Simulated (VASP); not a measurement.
# GdN (Fm-3m) in VASP: notebook

Aim: see how the results for GdN move with the level of theory and the settings. Levels: r2SCAN, PBE. Tasks: single point.

All numbers are computed with VASP 6.6.1; they aren't measurements. Logs are shortened: lines on timing, memory, paths and dates and some standing lists are left out, and cuts for length are marked.

**1. The cell of the first run**

It takes space group Fm-3m (No. 225, cubic). Conventional cell: a = 5.006 Å, b = 5.006 Å, c = 5.006 Å, α = 90.00°, β = 90.00°, γ = 90.00°. Within 3.3 Å of Gd (site symmetry m-3m) lie 6 N at 2.50 Å. Within 3.3 Å of N (site symmetry m-3m) lie 6 Gd at 2.50 Å.

**2. Single point, r2SCAN, collinear spin, ferromagnetic start (15.68 Å³/atom)**

Input file POSCAR:

```
GdN
1.0
    0.0000000000      2.5030472902      2.5030472902
    2.5030472902      0.0000000000      2.5030472902
    2.5030472902      2.5030472902      0.0000000000
Gd N
1 1
Direct
    0.0000000000      0.0000000000      0.0000000000
    0.5000000000      0.5000000000      0.5000000000
```

Input file INCAR.step1:

```
SYSTEM = GdN
ALGO = Normal ; EDIFF = 1E-4
ENCUT = 520 ; GGA = PE
ISMEAR = 0 ; ISPIN = 2
LASPH = .TRUE. ; LCHARG = .FALSE.
LMAXMIX = 6 ; LREAL = .FALSE.
LWAVE = .TRUE. ; MAGMOM = 7.62 0
NBANDS = 22 ; NELM = 150
PREC = Accurate ; SIGMA = 0.05
```

Input file INCAR.step2:

```
SYSTEM = GdN
ALGO = Normal ; EDIFF = 1E-6
ENCUT = 520 ; ISIF = 2
ISMEAR = 0 ; ISPIN = 2
ISTART = 1 ; LASPH = .TRUE.
LCHARG = .FALSE. ; LMAXMIX = 6
LMIXTAU = .TRUE. ; LORBIT = 11
LREAL = .FALSE. ; LWAVE = .FALSE.
MAGMOM = 7.62 0 ; METAGGA = R2SCAN
NBANDS = 22 ; NELM = 150
PREC = Accurate ; SIGMA = 0.05
```

Input file KPOINTS:

```
k-points
0
G
  12 12 12
  0 0 0
```

Potentials or basis: VASP PAW PBE potentials, release 64 (Gd, N).

Launch:

```bash
$ cat potpaw_PBE.64/Gd/POTCAR potpaw_PBE.64/N/POTCAR > POTCAR
$ cp INCAR.step1 INCAR
$ mpirun -np 1 vasp_std > vasp.out
$ cp INCAR.step2 INCAR
$ mpirun -np 1 vasp_std > vasp.out
```

OUTCAR:

```text
SYSTEM = GdN
   EDIFF = 1E-6
   ENCUT = 520
   ISIF = 2
   ISMEAR = 0
   ISPIN = 2
   ISTART = 1
   LASPH = .TRUE.
   LORBIT = 11
   LREAL = .FALSE.
   METAGGA = R2SCAN
   NELM = 150
   PREC = Accurate

 ion  position               nearest neighbor table
   1  0.000  0.000  0.000-   2 2.50   2 2.50   2 2.50   2 2.50   2 2.50   2 2.50
   2  0.500  0.500  0.500-   1 2.50   1 2.50   1 2.50   1 2.50   1 2.50   1 2.50

  LATTYP: Found a face centered cubic cell.
 ALAT       =     5.0060945804

  Lattice vectors:

 A1 = (   0.0000000000,   2.5030472902,   2.5030472902)
 A2 = (   2.5030472902,   0.0000000000,   2.5030472902)
 A3 = (   2.5030472902,   2.5030472902,   0.0000000000)

Analysis of symmetry for initial positions (statically):
=====================================================================
 Subroutine PRICEL returns:
 Original cell was already a primitive cell.

 Routine SETGRP: Setting up the symmetry group for a
 face centered cubic supercell.

 Subroutine GETGRP returns: Found 48 space group operations
 (whereof 48 operations were pure point group operations)
 out of a pool of 48 trial point group operations.

The static configuration has the point symmetry O_h .

Analysis of symmetry for dynamics (positions and initial velocities):
=====================================================================
 Subroutine PRICEL returns:
 Original cell was already a primitive cell.

 Routine SETGRP: Setting up the symmetry group for a
 face centered cubic supercell.

 Subroutine GETGRP returns: Found 48 space group operations
 (whereof 48 operations were pure point group operations)
 out of a pool of 48 trial point group operations.

The dynamic configuration has the point symmetry O_h .

Analysis of structural, dynamic, and magnetic symmetry:
=====================================================================
 Subroutine PRICEL returns:
 Original cell was already a primitive cell.

 Routine SETGRP: Setting up the symmetry group for a
 face centered cubic supercell.

 Subroutine GETGRP returns: Found 48 space group operations
 (whereof 48 operations were pure point group operations)
 out of a pool of 48 trial point group operations.

The overall configuration has the point symmetry O_h .

 Subroutine INISYM returns: Found 48 space group operations
 (whereof 48 operations are pure point group operations),
 and found     1 'primitive' translations

----------------------------------------------------------------------------------------

                                     Primitive cell

  volume of cell :      31.3644

  direct lattice vectors                    reciprocal lattice vectors
     0.000000000  2.503047290  2.503047290    -0.199756514  0.199756514  0.199756514
     2.503047290  0.000000000  2.503047290     0.199756514 -0.199756514  0.199756514
     2.503047290  2.503047290  0.000000000     0.199756514  0.199756514 -0.199756514

  length of vectors
     3.539843425  3.539843425  3.539843425     0.345988431  0.345988431  0.345988431

  position of ions in fractional coordinates (direct lattice)
     0.000000000  0.000000000  0.000000000
     0.500000000  0.500000000  0.500000000

  ion indices of the primitive-cell ions
   primitive index   ion index
                 1           1
                 2           2

----------------------------------------------------------------------------------------

 KPOINTS: k-points

Automatic generation of k-mesh.
 Grid dimensions read from file:
 generate k-points for:   12   12   12

 Generating k-lattice:

  Cartesian coordinates                     Fractional coordinates (reciprocal lattice)
    -0.016646376  0.016646376  0.016646376     0.083333333  0.000000000  0.000000000
     0.016646376 -0.016646376  0.016646376     0.000000000  0.083333333  0.000000000
     0.016646376  0.016646376 -0.016646376     0.000000000  0.000000000  0.083333333

  Length of vectors
     0.028832369  0.028832369  0.028832369

  Shift w.r.t. Gamma in fractional coordinates (k-lattice)
     0.000000000  0.000000000  0.000000000

 Subroutine IBZKPT returns following result:
 ===========================================

 Found     72 irreducible k-points:

 Following reciprocal coordinates:
            Coordinates               Weight
  0.000000  0.000000  0.000000      1.000000
  0.083333  0.000000  0.000000      8.000000
  0.166667  0.000000  0.000000      8.000000
  0.250000  0.000000  0.000000      8.000000
  0.333333  0.000000  0.000000      8.000000
  0.416667  0.000000  0.000000      8.000000
[... 16 lines left out ...]
  0.500000  0.166667  0.000000     24.000000
 -0.416667  0.166667  0.000000     24.000000
 [... further k-points ...]
   k-points           NKPTS =     72   k-points in BZ     NKDIM =     72   number of bands    NBANDS=     22
   number of dos      NEDOS =    301   number of ions     NIONS =      2
   total plane-waves  NPLWV =  21952
   dimension x,y,z NGX =    28 NGY =   28 NGZ =   28
   dimension x,y,z NGXF=    56 NGYF=   56 NGZF=   56
   ions per type =               1   1
   NGX,Y,Z   is equivalent  to a cutoff of  13.15, 13.15, 13.15 a.u.
   NGXF,Y,Z  is equivalent  to a cutoff of  26.30, 26.30, 26.30 a.u.
 SYSTEM =  GdN
   PREC   = accura    normal or accurate (medium, high low for compatibility)
   ISTART =      1    job   : 0-new  1-cont  2-samecut
   ICHARG =      0    charge: 1-file 2-atom 10-const
   ISPIN  =      2    spin polarized calculation?
   LNONCOLLINEAR =      F non collinear calculations
   LSORBIT =      F    spin-orbit coupling
   LASPH  =      T    aspherical Exc in radial PAW
   ENCUT  =  520.0 eV  38.22 Ry    6.18 a.u.   6.58  6.58  6.58*2*pi/ulx,y,z
   NELM   =    150;   NELMIN=  2; NELMDL=  0     # of ELM steps
   EDIFF  = 0.1E-05   stopping-criterion for ELM
   LREAL  =      F    real-space projection
   EDIFFG = 0.1E-04   stopping-criterion for IOM
   NSW    =      0    number of steps for IOM
   IBRION =     -1    ionic relax: 0-MD 1-quasi-New 2-CG
   NFREE  =      0    steps in history (QN), initial steepest desc. (CG)
   ISIF   =      2    stress and relaxation
   ISYM   =      2    0-nonsym 1-usesym 2-fastsym
   POTIM  = 0.5000    time-step for ionic-motion
   TEBEG  =    0.0;   TEEND  =   0.0 temperature during run
   PSTRESS=    0.0 pullay stress
   NELECT =      23.0000    total number of electrons
   NUPDOWN=      -1.0000    fix difference up-down
   EMIN   =  10.00;   EMAX   =-10.00  energy-range for DOS
   EFERMI =   0.00;   METHOD = LEGACY
   ISMEAR =     0;   SIGMA  =   0.05  broadening in eV -4-tet -1-fermi 0-gaus
   EFERMI_NEDOS =   21; number of points for ismear=-14 and -15
   IALGO  =     38    algorithm
   IMIX   =      4    mixing-type and parameters
     AMIX     =   0.40;   BMIX     =  1.00
     AMIX_MAG =   1.60;   BMIX_MAG =  1.00
  volume/ion in A,a.u.               =      15.68       105.83
  Fermi-wavevector in a.u.,A,eV,Ry     =   1.476290  2.789784 29.652981  2.179433
  Thomas-Fermi vector in A             =   2.590835
   LORBIT       =     11    0 simple, 1 ext, 2 COOP (PROOUT), +10 PAW based schemes
   METAGGA = R2SCAN    functional components
   LHFCALC =     F    Hartree Fock is set to
   AEXX    =    0.0000 exact exchange contribution
   IVDW    =     0    specifies the selected vdW correction
   LEPSILON=     F    determine dielectric tensor
   LRPA    =     F    only Hartree local field effects (RPA)
 spin polarized calculation
 Gauss-broadening in eV      SIGMA  =   0.05
  energy-cutoff  :      520.00
  volume of cell :       31.36
 maximum number of plane-waves:       872
 NGX is ok and might be reduce to    28
   NGX = 13   NGY = 13   NGZ = 13

 number of electron      23.0000005 magnetization       7.0000009

 Free energy of the ion-electron system (eV)
  ---------------------------------------------------
  ext. energy  EPLUGINS =         0.00000000
  ---------------------------------------------------
  free energy    TOTEN  =       -53.85143040 eV

  energy without entropy =      -53.85132500  energy(sigma->0) =      -53.85137770

 E-fermi :   3.7630     XC(G=0): -12.1749

 val. band max:        3.7618915979   @ k =   0.0833   0.0833   0.0000
 cond. band min:       3.9577895411   @ k =   0.0000   0.0000   0.0000
 fundamental gap:      0.1958979432
 Fermi energy:         3.7629986927

 spin component 1

 k-point     1 :       0.0000    0.0000    0.0000
  band No.  band energies     occupation
      1     -41.7500      1.00000
      2     -18.0765      1.00000
      3     -18.0764      1.00000
      4     -18.0764      1.00000
      5     -10.0410      1.00000
      6      -0.3815      1.00000
[... 14 lines left out ...]
     21       8.5757      0.00000
     22      15.0458      0.00000
[... 552 lines left out ...]
  band No.  band energies     occupation
      1     -41.6557      1.00000
      2     -19.0436      1.00000
      3     -18.3386      1.00000
      4     -18.1950      1.00000
      5      -8.6525      1.00000
      6      -0.3595      1.00000
[... 14 lines left out ...]
     21      14.2242      0.00000
     22      16.5227      0.00000

 [... further k-points ...]

 spin component 2

 k-point     1 :       0.0000    0.0000    0.0000
  band No.  band energies     occupation
      1     -38.0446      1.00000
      2     -15.4596      1.00000
      3     -15.4596      1.00000
      4     -15.4596      1.00000
      5     -10.0904      1.00000
      6       2.9233      1.00000
[... 14 lines left out ...]
     21       9.7619      0.00000
     22      16.0956      0.00000
[... 552 lines left out ...]
  band No.  band energies     occupation
      1     -37.9127      1.00000
      2     -16.8274      1.00000
      3     -15.7990      1.00000
      4     -15.6038      1.00000
      5      -8.5419      1.00000
      6       0.2185      1.00000
[... 14 lines left out ...]
     21      15.5540      0.00000
     22      17.7079      0.00000

 [... further k-points ...]

------------------------ aborting loop because EDIFF is reached ----------------------------------------

  FORCE on cell =-STRESS in cart. coord.  units (eV):
  Direction    XX          YY          ZZ          XY          YZ          ZX
  --------------------------------------------------------------------------------------
  -------------------------------------------------------------------------------------
  Total       -0.5847903     -0.5847903     -0.5847903      0.0000000     -0.0000000      0.0000000
  in kB      -29.8726400    -29.8726400    -29.8726400      0.0000000     -0.0000000      0.0000000
  external PRESSURE =     -29.8726400 kB  Pullay stress =       0.0000000 kB

 VOLUME and BASIS-vectors are now :
 -----------------------------------------------------------------------------
  energy-cutoff  :      520.00
  volume of cell :       31.36
      direct lattice vectors                 reciprocal lattice vectors
     0.000000000  2.503047290  2.503047290    -0.199756514  0.199756514  0.199756514
     2.503047290  0.000000000  2.503047290     0.199756514 -0.199756514  0.199756514
     2.503047290  2.503047290  0.000000000     0.199756514  0.199756514 -0.199756514

 POSITION                                       TOTAL-FORCE (eV/Angst)
 -----------------------------------------------------------------------------------
      0.00000      0.00000      0.00000         0.000000      0.000000      0.000000
      2.50305      2.50305      2.50305         0.000000      0.000000     -0.000000
 -----------------------------------------------------------------------------------
    total drift:                                0.000000      0.000000      0.000000

  FREE ENERGIE OF THE ION-ELECTRON SYSTEM (eV)
  ---------------------------------------------------
  free  energy   TOTEN  =       -53.8514304027 eV

  energy  without entropy=      -53.8513249977  energy(sigma->0) =      -53.85137770

 total charge

# of ion       s       p       d       f       tot
--------------------------------------------------
    1        2.038   5.690   0.507   6.984  15.219
    2        1.253   2.410   0.000   0.000   3.663
--------------------------------------------------
tot          3.290   8.100   0.507   6.984  18.882

 magnetization (x)

# of ion       s       p       d       f       tot
--------------------------------------------------
    1       -0.011  -0.131   0.084   6.849   6.791
    2       -0.010  -0.109   0.000   0.000  -0.120
--------------------------------------------------
tot         -0.022  -0.240   0.084   6.849   6.672
```

Run time: 4.4 min. Hardware: 1 thread of Intel Xeon 6975P-C (Granite Rapids), shared host; peak memory 0.25 GiB.

Results:

```yaml
Free_energy: -53.8514 eV
Pressure: -3.0 GPa
Band_gap_on_the_k_mesh: zero (filled and empty bands overlap)
Net_moment: 7.00 μB per cell
Site_moments: Gd +6.79; N -0.12 μB
Valence_electrons_inside_the_program's_atomic_spheres: Gd 15.22; N 3.66
```

Caveat: the PAW data sets were made with another functional, which shifts forces and pressure a little; spin-orbit coupling is left out, which moves the levels of the heavy elements; a cell with one magnetic atom can't hold antiferromagnetic order, which such compounds often take; semilocal functionals describe open f shells poorly, which spoils levels, moments and volumes. With open d or f shells a metallic result of r2SCAN can be an artefact of self-interaction; +U or a hybrid may open a gap.

**3. Single point, PBE, collinear spin, ferromagnetic start (15.47 Å³/atom)**

This run uses another cell than the first one, of 15.47 Å³/atom.

Input file INCAR:

```
  ALGO = Normal
  EDIFF = 1E-6
  ENCUT = 600
  GGA = PE
  GGA_COMPAT = False
  ISIF = 2
  ISMEAR = 0
  ISPIN = 2
  LASPH = True
  LCHARG = True
  LELF = True
  LMAXMIX = 6
  LORBIT = 11
  LREAL = False
  LVHAR = True
  LWAVE = False
  MAGMOM = 7.55 0
  NBANDS = 22
  NELM = 200
  PREC = Accurate
  SIGMA = 0.05
```

Input file KPOINTS:

```
k-points
0
Gamma
  8 8 8
```

Input file POSCAR:

```
GdN
1.0
    0.0000000000      2.4919410796      2.4919410796
    2.4919410796      0.0000000000      2.4919410796
    2.4919410796      2.4919410796      0.0000000000
Gd N
1 1
Direct
    0.0000000000      0.0000000000      0.0000000000
    0.5000000000      0.5000000000      0.5000000000
```

Potentials or basis: VASP PAW PBE potentials, release 64 (Gd, N).

Launch:

```bash
$ cat potpaw_PBE.64/Gd/POTCAR potpaw_PBE.64/N/POTCAR > POTCAR
$ mpirun -np 1 vasp_std > vasp.out
```

Run time: 3.2 min. Hardware: 1 thread of Oxide Virtual Turin-like, shared host; peak memory 0.18 GiB.

Results (log left out):

| Property | Result |
| --- | --- |
| Free energy | -23.2188 eV |
| Pressure | -0.2 GPa |
| Band gap on the k mesh | zero (filled and empty bands overlap) |
| Net moment | 7.00 μB per cell |
| Site moments | Gd +6.81; N -0.09 μB |
| Valence electrons inside the program's atomic spheres | Gd 15.23; N 3.62 |

Levels at points of the mesh, in eV from the Fermi level:
Spin up:
| k point | band 11 | band 12 | band 13 | band 14 | band 15 | band 16 | band 17 | band 18 | band 19 | band 20 |
| --- | --- | --- | --- | --- | --- | --- | --- | --- | --- | --- |
| (0.00, 0.00, 0.00) | -3.10 | -3.10 | 0.35 | 0.35 | 0.35 | 2.59 | 2.59 | 2.59 | 3.30 | 4.72 |
| (0.50, 0.00, 0.00) | -3.13 | -3.10 | -3.09 | -2.49 | -2.49 | 5.20 | 5.97 | 5.97 | 6.73 | 10.05 |
| (0.50, 0.50, 0.00) | -3.17 | -3.16 | -1.36 | -0.38 | -0.10 | -0.10 | 6.61 | 6.64 | 7.69 | 7.69 |
Spin down:
```
           k point  band 6  band 7  band 8  band 9  band 10  band 11
(0.00, 0.00, 0.00)   -0.78   -0.78   -0.78    1.80     2.34     2.34
(0.50, 0.00, 0.00)   -3.99   -2.37   -2.37    1.94     2.04     2.04
(0.50, 0.50, 0.00)   -1.02   -0.72   -0.72    0.34     2.09     2.15
```

Caveat: spin-orbit coupling is left out, which moves the levels of the heavy elements; a cell with one magnetic atom can't hold antiferromagnetic order, which such compounds often take; semilocal functionals describe open f shells poorly, which spoils levels, moments and volumes. With open d or f shells a metallic result of PBE can be an artefact of self-interaction; +U or a hybrid may open a gap.

**4. Single point, PBE, collinear spin, ferromagnetic start**

This run uses another cell than the first one, of 15.62 Å³/atom.

Input file INCAR:

```
SYSTEM = GdN
ALGO = Normal ; EDIFF = 1E-6
ENCUT = 600 ; GGA = PE
GGA_COMPAT = .False. ; ISIF = 2
ISMEAR = 0 ; ISPIN = 2
LASPH = .True. ; LCHARG = .True.
LELF = .True. ; LMAXMIX = 6
LORBIT = 11 ; LREAL = .False.
LVHAR = .True. ; LWAVE = .False.
MAGMOM = 7 0 ; NBANDS = 22
NELM = 200 ; PREC = Accurate
SIGMA = 0.05
```

Input file KPOINTS:

```
k-points
0
Gamma
  8 8 8
  0 0 0
```

Input file POSCAR:

```
GdN
1.0
    0.0000000000      2.4995000000      2.4995000000
    2.4995000000      0.0000000000      2.4995000000
    2.4995000000      2.4995000000      0.0000000000
Gd N
1 1
Direct
    0.0000000000      0.0000000000      0.0000000000
    0.5000000000      0.5000000000      0.5000000000
```

Launch:

```bash
$ cat potpaw_PBE.64/Gd/POTCAR potpaw_PBE.64/N/POTCAR > POTCAR
$ mpirun -np 1 vasp_std > vasp.out
```

It took 3.7 min on 1 thread of Oxide Virtual Turin-like, shared host; peak memory 0.18 GiB.

The run converged. Its results:

| Property | Result |
| --- | --- |
| Free energy | -23.2181 eV |
| Pressure | -1.3 GPa |
| Band gap on the k mesh | zero (filled and empty bands overlap) |
| Net moment | 7.00 μB per cell |
| Site moments | Gd +6.80; N -0.09 μB |
| Valence electrons inside the program's atomic spheres | Gd 15.22; N 3.62 |

Levels at points of the mesh, in eV from the Fermi level:
Spin up:
```
           k point  band 12  band 13  band 14  band 15  band 16  band 17  band 18  band 19
(0.00, 0.00, 0.00)    -3.14     0.34     0.34     0.34     2.59     2.59     2.59     3.23
(0.50, 0.00, 0.00)    -3.13    -3.13    -2.46    -2.46     5.16     5.92     5.92     6.67
(0.50, 0.50, 0.00)    -3.20    -1.38    -0.35    -0.11    -0.11     6.55     6.56     7.62
```
Spin down:
```
           k point  band 6  band 7  band 8  band 9  band 10  band 11
(0.00, 0.00, 0.00)   -0.76   -0.76   -0.76    1.78     2.31     2.31
(0.50, 0.00, 0.00)   -3.96   -2.34   -2.34    1.91     2.01     2.01
(0.50, 0.50, 0.00)   -1.04   -0.72   -0.72    0.36     2.06     2.11
```

Caveat: spin-orbit coupling is left out, which moves the levels of the heavy elements; a cell with one magnetic atom can't hold antiferromagnetic order, which such compounds often take; semilocal functionals describe open f shells poorly, which spoils levels, moments and volumes. The state reached can hang on the start; a lower one may exist.

(Continued in part 2 of 2.)

The gap in the log of VASP goes by the Fermi energy; the results here count the filled bands.